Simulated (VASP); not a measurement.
Runs of VASP 6.6.1 on Sr. The structure is that of space group Im-3m (No. 229), or close to it. The cells are those of the table. This isn't the form of Sr at room conditions, which is fcc.

```tsv
level	potentials or basis	spin	cell	k mesh	smearing	gap on the mesh (eV)	pressure (GPa)
PBEsol	VASP PAW PBE potentials, release 64 (Sr_sv)	off	a = 3.984 Å, angles 109.5°, 1 atom	11 × 11 × 11	fermi-dirac 0.08 eV	none	0.7
LDA	VASP PAW LDA potentials, release 64 (Sr_sv)	collinear	a = 2.986 Å, angles 109.5°, 1 atom	11 × 11 × 11	fermi-dirac 0.08 eV	none	41.2
PBEsol	VASP PAW PBE potentials, release 64 (Sr_sv)	off	a = 4.052 Å, angles 109.5°, 1 atom	11 × 11 × 11	fermi-dirac 0.08 eV	none	0.0
PBEsol	VASP PAW PBE potentials, release 64 (Sr_sv)	off	a = 3.984 Å, angles 109.5°, 1 atom	11 × 11 × 11, shifted	methfessel-paxton 0.15 eV	none	(a)
```

Alike in all rows: task single point; cutoff (eV) 520.

Estimate the missing entries.

(a) 0.6.

Caveats: the PAW data sets were made with another functional, which shifts forces and pressure a little (at least some runs); the cell stands under pressure (at least some runs).

A k mesh can miss the band edges, and the runs leave out spin-orbit coupling on Sr.

A gap of «none» marks levels without a gap at the run's occupations.
